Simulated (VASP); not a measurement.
Here is a VASP 6.6.1 calculation.

The input INCAR:

```
SYSTEM = Zn2CdSe3
  PREC = Accurate
  ENCUT = 520
  EDIFF = 1E-7
  ISMEAR = 0
  SIGMA = 0.15
  LREAL = .False.
  LASPH = .True.
  NELM = 60
  ALGO = Normal
  ISIF = 2
  LWAVE = .False.
  LCHARG = .False.
  GGA = PE
  NBANDS = 36
```

KPOINTS

```
regular mesh
0
Gamma
  3 3 2
  0 0 0
```

POSCAR

```
Zn2CdSe3
1.0
    4.6547497378      0.0000000031      0.0000000000
   -2.3273748716      4.0311315196      0.0000000000
    0.0000000000      0.0000000000      8.0214406833
Zn Cd Se
2 1 3
Direct
    0.3333333333      0.6666666667      0.1273191894
    0.6666666667      0.3333333333      0.1273191894
    0.0000000000      0.0000000000     -0.0255920954
    0.3333333333      0.6666666667      0.4512979661
    0.6666666667      0.3333333333      0.4512979661
    0.0000000000      0.0000000000      0.6568265945
```

Potentials or basis: VASP PAW PBE potentials, release 64 (Zn, Cd, Se).

Launch:

```bash
$ cat potpaw_PBE.64/Zn/POTCAR potpaw_PBE.64/Cd/POTCAR potpaw_PBE.64/Se/POTCAR > POTCAR
$ mpirun -np 1 vasp_std > vasp.out
```

Question: Estimate the pressure.

Answer: 0.1 GPa.

Question: Predict the largest force.

Answer: 0.085 eV/Å.

Question: Predict the band gap on the k mesh.

Answer: Zero (bands 27 and 28 overlap by 1.22 eV).

Stress tensor (GPa, compression positive):
```
0.05 0.00 0.00
0.00 0.05 0.00
0.00 0.00 0.29
```

Caveat: the k points lie up to 0.52 Å⁻¹ apart, too coarse for converged energies and pressures of a metal.
